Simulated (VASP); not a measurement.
## Cd: single point with r2SCAN

Cd:

```
Cd
1.0
     0.00000    2.32906    2.21815
     2.32906    0.00000    2.21815
     2.32906    2.32906    0.00000
Cd
1
Direct
  0.00000 0.00000 0.00000
```

This cell differs from its parent crystal: strain +0.050 along x and y, +0.000 along z.

```
Program             : VASP 6.6.1
Task                : single point
Functional          : r2SCAN
Potentials or basis : VASP PAW PBE potentials, release 64 (Cd)
Cutoff              : 520 eV
k mesh              : 18 × 18 × 18
Occupations         : gaussian, width 0.15 eV
Spin                : no spin polarisation
```

```
Pressure               : -3.8 GPa
Band gap on the k mesh : zero (bands 6 and 7 overlap by 3.39 eV)
```

Stress tensor (GPa, compression positive):
```
-4.16  0.00  0.00
 0.00 -4.16  0.00
 0.00  0.00 -3.20
```

Levels at points of the mesh, in eV from the Fermi level:
| k point | band 3 | band 4 | band 5 | band 6 | band 7 | band 8 | band 9 | band 10 |
| --- | --- | --- | --- | --- | --- | --- | --- | --- |
| (0.00, 0.00, 0.00) | -9.23 | -9.01 | -8.90 | -8.39 | 14.12 | 14.67 | 14.76 | 14.76 |
| (0.50, 0.00, 0.00) | -9.26 | -8.66 | -8.61 | -1.99 | -1.44 | 11.79 | 12.40 | 13.86 |
| (0.50, 0.50, 0.00) | -8.65 | -8.55 | -8.55 | -0.18 | 1.89 | 6.33 | 6.33 | 10.23 |
| (0.50, 0.00, 0.50) | -8.66 | -8.60 | -8.52 | -0.82 | 0.90 | 7.01 | 7.20 | 10.92 |

Wall time 2 min on 1 thread of Intel(R) Xeon(R) 6975P-C (Granite Rapids) (shared host), peak memory 0.24 GiB.

Caveat: the cell differs from its parent crystal (strain +0.050 along x and y, +0.000 along z); the cell stands under tension; the PAW data sets were made with another functional, which shifts forces and pressure a little.
